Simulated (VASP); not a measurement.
# F (Pm-3m) in VASP: a series of runs

The runs below take F through single point, with PBE.

Program: VASP 6.6.1. These are calculated values, not measurements. Logs are shortened: lines on timing, memory, paths and dates and some standing lists are left out, and cuts for length are marked.

### 1 The cell of the first run

Symmetry: Pm-3m, No. 221, cubic system. Conventional cell: a = 2.162 Å, b = 2.162 Å, c = 2.162 Å, α = 90.00°, β = 90.00°, γ = 90.00°. Within 2.9 Å of F (site symmetry m-3m) lie 6 F at 2.16 Å.

### 2 Single point, PBE

Input file INCAR:

```
  PREC = Accurate
  ENCUT = 520
  EDIFF = 1E-7
  ISMEAR = -1
  SIGMA = 0.06122561905347299
  LREAL = F
  LASPH = T
  NELM = 80
  ALGO = Normal
  ISIF = 2
  LWAVE = F
  LCHARG = F
  GGA = PE
  NBANDS = 10
```

Input file KPOINTS:

```
Automatic mesh
0
Gamma
  49 49 49
```

Input file POSCAR:

```
F
1.0
    2.1616016927      0.0000000000      0.0000000000
    0.0000000000      2.1616016927      0.0000000000
    0.0000000000      0.0000000000      2.1616016927
F
1
Direct
    0.0000000000      0.0000000000      0.0000000000
```

Potentials or basis: VASP PAW PBE potentials, release 64 (F).

On the command line:

```sh
> cat potpaw_PBE.64/F/POTCAR > POTCAR
> mpirun -np 1 vasp_std > vasp.out
```

OUTCAR:

```text
PREC = Accurate
   ENCUT = 520
   EDIFF = 1E-7
   ISMEAR = -1
   LREAL = F
   LASPH = T
   NELM = 80
   ISIF = 2
   GGA = PE

 ion  position               nearest neighbor table
   1  0.000  0.000  0.000-

  LATTYP: Found a simple cubic cell.
 ALAT       =     2.1616016927

  Lattice vectors:

 A1 = (   2.1616016927,   0.0000000000,   0.0000000000)
 A2 = (   0.0000000000,   2.1616016927,   0.0000000000)
 A3 = (   0.0000000000,   0.0000000000,   2.1616016927)

Analysis of symmetry for initial positions (statically):
=====================================================================
 Subroutine PRICEL returns:
 Original cell was already a primitive cell.

 Routine SETGRP: Setting up the symmetry group for a
 simple cubic supercell.

 Subroutine GETGRP returns: Found 48 space group operations
 (whereof 48 operations were pure point group operations)
 out of a pool of 48 trial point group operations.

The static configuration has the point symmetry O_h .

Analysis of symmetry for dynamics (positions and initial velocities):
=====================================================================
 Subroutine PRICEL returns:
 Original cell was already a primitive cell.

 Routine SETGRP: Setting up the symmetry group for a
 simple cubic supercell.

 Subroutine GETGRP returns: Found 48 space group operations
 (whereof 48 operations were pure point group operations)
 out of a pool of 48 trial point group operations.

The dynamic configuration has the point symmetry O_h .

 Subroutine INISYM returns: Found 48 space group operations
 (whereof 48 operations are pure point group operations),
 and found     1 'primitive' translations

----------------------------------------------------------------------------------------

                                     Primitive cell

  volume of cell :      10.1001

  direct lattice vectors                    reciprocal lattice vectors
     2.161601693  0.000000000  0.000000000     0.462619919  0.000000000  0.000000000
     0.000000000  2.161601693  0.000000000     0.000000000  0.462619919  0.000000000
     0.000000000  0.000000000  2.161601693     0.000000000  0.000000000  0.462619919

  length of vectors
     2.161601693  2.161601693  2.161601693     0.462619919  0.462619919  0.462619919

  position of ions in fractional coordinates (direct lattice)
     0.000000000  0.000000000  0.000000000

  ion indices of the primitive-cell ions
   primitive index   ion index
                 1           1

----------------------------------------------------------------------------------------

 KPOINTS: Automatic mesh

Automatic generation of k-mesh.
 Grid dimensions read from file:
 generate k-points for:   49   49   49

 Generating k-lattice:

  Cartesian coordinates                     Fractional coordinates (reciprocal lattice)
     0.009441223  0.000000000  0.000000000     0.020408163  0.000000000  0.000000000
     0.000000000  0.009441223  0.000000000     0.000000000  0.020408163  0.000000000
     0.000000000  0.000000000  0.009441223     0.000000000  0.000000000  0.020408163

  Length of vectors
     0.009441223  0.009441223  0.009441223

  Shift w.r.t. Gamma in fractional coordinates (k-lattice)
     0.000000000  0.000000000  0.000000000

 Subroutine IBZKPT returns following result:
 ===========================================

 Found   2925 irreducible k-points:

 Following reciprocal coordinates:
            Coordinates               Weight
  0.000000  0.000000  0.000000      1.000000
  0.020408  0.000000  0.000000      6.000000
  0.040816  0.000000  0.000000      6.000000
  0.061224  0.000000  0.000000      6.000000
  0.081633  0.000000  0.000000      6.000000
  0.102041  0.000000  0.000000      6.000000
[... 16 lines left out ...]
  0.448980  0.000000  0.000000      6.000000
  0.469388  0.000000  0.000000      6.000000
 [... further k-points ...]
   k-points           NKPTS =   2925   k-points in BZ     NKDIM =   2925   number of bands    NBANDS=     10
   number of dos      NEDOS =    301   number of ions     NIONS =      1
   total plane-waves  NPLWV =   4096
   dimension x,y,z NGX =    16 NGY =   16 NGZ =   16
   dimension x,y,z NGXF=    32 NGYF=   32 NGZF=   32
   ions per type =               1
   NGX,Y,Z   is equivalent  to a cutoff of  12.31, 12.31, 12.31 a.u.
   NGXF,Y,Z  is equivalent  to a cutoff of  24.61, 24.61, 24.61 a.u.
 SYSTEM =  unknown system
   PREC   = accura    normal or accurate (medium, high low for compatibility)
   ISTART =      0    job   : 0-new  1-cont  2-samecut
   ICHARG =      2    charge: 1-file 2-atom 10-const
   ISPIN  =      1    spin polarized calculation?
   LNONCOLLINEAR =      F non collinear calculations
   LSORBIT =      F    spin-orbit coupling
   LASPH  =      T    aspherical Exc in radial PAW
   ENCUT  =  520.0 eV  38.22 Ry    6.18 a.u.   4.02  4.02  4.02*2*pi/ulx,y,z
   NELM   =     80;   NELMIN=  2; NELMDL= -5     # of ELM steps
   EDIFF  = 0.1E-06   stopping-criterion for ELM
   LREAL  =      F    real-space projection
   EDIFFG = 0.1E-05   stopping-criterion for IOM
   NSW    =      0    number of steps for IOM
   IBRION =     -1    ionic relax: 0-MD 1-quasi-New 2-CG
   NFREE  =      0    steps in history (QN), initial steepest desc. (CG)
   ISIF   =      2    stress and relaxation
   ISYM   =      2    0-nonsym 1-usesym 2-fastsym
   POTIM  = 0.5000    time-step for ionic-motion
   TEBEG  =    0.0;   TEEND  =   0.0 temperature during run
   PSTRESS=    0.0 pullay stress
   NELECT =       7.0000    total number of electrons
   NUPDOWN=      -1.0000    fix difference up-down
   EMIN   =  10.00;   EMAX   =-10.00  energy-range for DOS
   EFERMI =   0.00;   METHOD = LEGACY
   ISMEAR =    -1;   SIGMA  =   0.06  broadening in eV -4-tet -1-fermi 0-gaus
   EFERMI_NEDOS =   21; number of points for ismear=-14 and -15
   IALGO  =     38    algorithm
   IMIX   =      4    mixing-type and parameters
     AMIX     =   0.40;   BMIX     =  1.00
     AMIX_MAG =   1.60;   BMIX_MAG =  1.00
  volume/ion in A,a.u.               =      10.10        68.16
  Fermi-wavevector in a.u.,A,eV,Ry     =   1.448767  2.737772 28.557614  2.098925
  Thomas-Fermi vector in A             =   2.566570
   LORBIT       =      0    0 simple, 1 ext, 2 COOP (PROOUT), +10 PAW based schemes
   GGA     = PE    functional components
[... 5 lines left out ...]
 non-spin polarized calculation
  energy-cutoff  :      520.00
  volume of cell :       10.10
 maximum number of plane-waves:       289
   NGX =  9   NGY =  9   NGZ =  9

 number of electron       6.9999987 magnetization

 Free energy of the ion-electron system (eV)
  ---------------------------------------------------
  ext. energy  EPLUGINS =         0.00000000
  ---------------------------------------------------
  free energy    TOTEN  =        -1.04907142 eV

  energy without entropy =       -1.02749329  energy(sigma->0) =       -1.03828235

 E-fermi :  -2.8267     XC(G=0): -10.1395

 val. band max:       -2.8269811783   @ k =   0.2857   0.1837   0.0816
 cond. band min:      -2.8266401811   @ k =   0.4898   0.3878   0.1429
 fundamental gap:      0.0003409972
 Fermi energy:        -2.8267048127

 k-point     1 :       0.0000    0.0000    0.0000
  band No.  band energies     occupation
      1     -25.4772      2.00000
      2      -2.9414      1.73380
      3      -2.9414      1.73380
      4      -2.9414      1.73380
      5       9.9475      0.00000
      6      25.9306      0.00000
      7      25.9306      0.00000
      8      37.9346      0.00000
      9      37.9346      0.00000
     10      37.9346      0.00000

 k-point     2 :       0.0204    0.0000    0.0000
  band No.  band energies     occupation
      1     -25.4723      2.00000
      2      -2.9658      1.81302
      3      -2.9396      1.72664
      4      -2.9396      1.72664
      5       9.9671      0.00000
      6      25.9216      0.00000
      7      25.9428      0.00000
      8      37.9241      0.00000
      9      37.9241      0.00000
     10      37.9341      0.00000

 k-point     3 :       0.0408    0.0000    0.0000
  band No.  band energies     occupation
      1     -25.4576      2.00000
      2      -3.0383      1.93877
      3      -2.9339      1.70430
      4      -2.9339      1.70430
      5      10.0252      0.00000
      6      25.8929      0.00000
      7      25.9796      0.00000
      8      37.8928      0.00000
      9      37.8928      0.00000
     10      37.9329      0.00000

 k-point     4 :       0.0612    0.0000    0.0000
  band No.  band energies     occupation
      1     -25.4334      2.00000
      2      -3.1566      1.99090
      3      -2.9247      1.66414
      4      -2.9247      1.66414
      5      10.1205      0.00000
      6      25.8420      0.00000
      7      26.0407      0.00000
      8      37.8405      0.00000
      9      37.8405      0.00000
     10      37.9389      0.00000
[... 222 lines left out ...]
 k-point    22 :       0.4286    0.0000    0.0000
  band No.  band energies     occupation
      1     -24.1805      2.00000
      2      -7.7043      2.00000
      3      -2.4917      0.00837
      4      -2.4917      0.00837
      5      15.5178      0.00000
      6      19.7302      0.00000
      7      30.5302      0.00000
      8      35.0400      0.00000
      9      35.0400      0.00000
     10      38.8044      0.00000

 k-point    23 :       0.4490    0.0000    0.0000
  band No.  band energies     occupation
      1     -24.1421      2.00000
      2      -7.8127      2.00000
      3      -2.4799      0.00691
      4      -2.4799      0.00691
      5      15.8565      0.00000
      6      19.3441      0.00000
      7      30.7788      0.00000
      8      34.9619      0.00000
      9      34.9619      0.00000
     10      38.3963      0.00000

 k-point    24 :       0.4694    0.0000    0.0000
  band No.  band energies     occupation
      1     -24.1160      2.00000
      2      -7.8858      2.00000
      3      -2.4719      0.00607
      4      -2.4719      0.00607
      5      16.1341      0.00000
      6      19.0344      0.00000
      7      30.9613      0.00000
      8      34.9091      0.00000
      9      34.9091      0.00000
     10      38.1074      0.00000

 [... further k-points ...]

------------------------ aborting loop because EDIFF is reached ----------------------------------------

  FORCE on cell =-STRESS in cart. coord.  units (eV):
  Direction    XX          YY          ZZ          XY          YZ          ZX
  --------------------------------------------------------------------------------------
  -------------------------------------------------------------------------------------
  Total        0.1305090      0.1305090      0.1305090     -0.0000000     -0.0000000      0.0000000
  in kB       20.7025563     20.7025563     20.7025563     -0.0000000     -0.0000000      0.0000000
  external PRESSURE =      20.7025563 kB  Pullay stress =       0.0000000 kB

 VOLUME and BASIS-vectors are now :
 -----------------------------------------------------------------------------
  energy-cutoff  :      520.00
  volume of cell :       10.10
      direct lattice vectors                 reciprocal lattice vectors
     2.161601693  0.000000000  0.000000000     0.462619919  0.000000000  0.000000000
     0.000000000  2.161601693  0.000000000     0.000000000  0.462619919  0.000000000
     0.000000000  0.000000000  2.161601693     0.000000000  0.000000000  0.462619919

 POSITION                                       TOTAL-FORCE (eV/Angst)
 -----------------------------------------------------------------------------------
      0.00000      0.00000      0.00000         0.000000      0.000000      0.000000
 -----------------------------------------------------------------------------------
    total drift:                               -0.000000     -0.000000      0.000000

  FREE ENERGIE OF THE ION-ELECTRON SYSTEM (eV)
  ---------------------------------------------------
  free  energy   TOTEN  =        -1.0490714208 eV

  energy  without entropy=       -1.0274932875  energy(sigma->0) =       -1.03828235
```

It took 41 s on 1 thread of Intel Xeon 6975P-C (Granite Rapids), shared host; peak memory 0.33 GiB.

What came out:

| Item | Value |
| --- | --- |
| Free energy | -1.0491 eV |
| Pressure | 2.1 GPa |
| Band gap on the k mesh | zero (an odd number of electrons rules out a gap without spin polarisation) |

Levels at points of the mesh, in eV from the Fermi level:
```tsv
k point	band 2	band 3	band 4	band 5	band 6	band 7
(0.00, 0.00, 0.00)	-0.11	-0.11	-0.11	12.77	28.76	28.76
```

Caveat: an odd number of electrons without spin polarisation forces a metal; a magnetic or distorted state may lie lower.

### 3 Single point, PBE

This run uses another cell than the first one, of 10.31 Å³/atom.

Input file INCAR:

```
SYSTEM = F
ALGO     = Normal         ! electronic algorithm
EDIFF    = 1E-7           ! SCF threshold, eV
ENCUT    = 520            ! plane-wave cutoff, eV
GGA      = PE             ! functional
ISIF     = 2              ! what is computed and relaxed
ISMEAR   = -1             ! smearing method
LASPH    = .True.         ! aspherical terms in the spheres
LCHARG   = .False.        ! write CHGCAR
LREAL    = .False.        ! projectors in reciprocal space
LWAVE    = .False.        ! write WAVECAR
NBANDS   = 10             ! bands
NELM     = 100            ! most SCF steps
PREC     = Accurate       ! precision mode
SIGMA    = 0.06122561905347299 ! smearing width, eV
```

Input file KPOINTS:

```
k-points
0
Gamma
  49 49 49
  0 0 0
```

Input file POSCAR:

```
F
1.0
    2.1765097616      0.0000000000      0.0000000000
    0.0000000000      2.1765097616      0.0000000000
    0.0000000000      0.0000000000      2.1765097616
F
1
Direct
    0.0000000000      0.0000000000      0.0000000000
```

Potentials or basis: VASP PAW PBE potentials, release 64 (F).

On the command line:

```sh
> cat potpaw_PBE.64/F/POTCAR > POTCAR
> mpirun -np 1 vasp_std > vasp.out
```

Wall time 41 s (1 thread of Intel Xeon 6975P-C (Granite Rapids), shared host); peak memory 0.33 GiB.

Results (log left out):

| Property | Result |
| --- | --- |
| Free energy | -1.0518 eV |
| Pressure | 0.6 GPa |
| Band gap on the k mesh | zero (an odd number of electrons rules out a gap without spin polarisation) |

Levels at points of the mesh, in eV from the Fermi level:
```csv
k point,band 1,band 2,band 3,band 4,band 5,band 6,band 7,band 8
"(0.00, 0.00, 0.00)",-22.50,-0.11,-0.11,-0.11,12.65,28.61,28.61,40.36
```

Caveat: an odd number of electrons without spin polarisation forces a metal; a magnetic or distorted state may lie lower.
